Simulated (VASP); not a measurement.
Input of a VASP 6.6.1 run:

INCAR

```
PREC = Accurate
ENCUT = 520
EDIFF = 1E-6
ISMEAR = 0
SIGMA = 0.1
LREAL = F
LASPH = T
NELM = 80
ALGO = Normal
ISIF = 2
LWAVE = F
LCHARG = F
GGA = PE
NBANDS = 36
```

The input KPOINTS:

```
regular mesh
0
Gamma
  4 4 2
```

POSCAR

```
In2GaP3
1.0
    3.8987769500      0.0000000000      0.0000000000
    0.0000000000      3.8987769500      0.0000000000
    0.0000000000      0.0000000000      9.0680056700
In Ga P
2 1 3
Direct
    0.0000000000      0.0000000000      0.5000000000
    0.5000000000      0.5000000000      0.0000000000
    0.0000000000      0.0000000000      0.0000000000
    0.0000000000      0.0000000000      0.3070646200
    0.0000000000      0.0000000000      0.6929353800
    0.5000000000      0.5000000000      0.5000000000
```

Potentials or basis: VASP PAW PBE potentials, release 64 (In_d, Ga_d, P).

Launch:

```console
$ cat potpaw_PBE.64/In_d/POTCAR potpaw_PBE.64/Ga_d/POTCAR potpaw_PBE.64/P/POTCAR > POTCAR
$ mpirun -np 1 vasp_std > vasp.out
```

Problem. Predict the band gap on the k mesh.

Solution. Zero (band 27 reaches 6.42 eV, above the bottom of band 28 at 3.84 eV).

Problem. Predict the largest force.

Solution. 29.193 eV/Å.

Problem. What does it give for the pressure?

Solution. 40.7 GPa.

Stress tensor (GPa, compression positive):
```
  3.63   0.00   0.00
  0.00   3.63   0.00
  0.00   0.00 114.85
```

Caveat: the k points lie up to 0.40 Å⁻¹ apart; spin-orbit coupling is left out, which moves the levels of the heavy elements; forces of over 1 eV/Å act on the atoms, so gaps and moduli don't describe the material at rest.
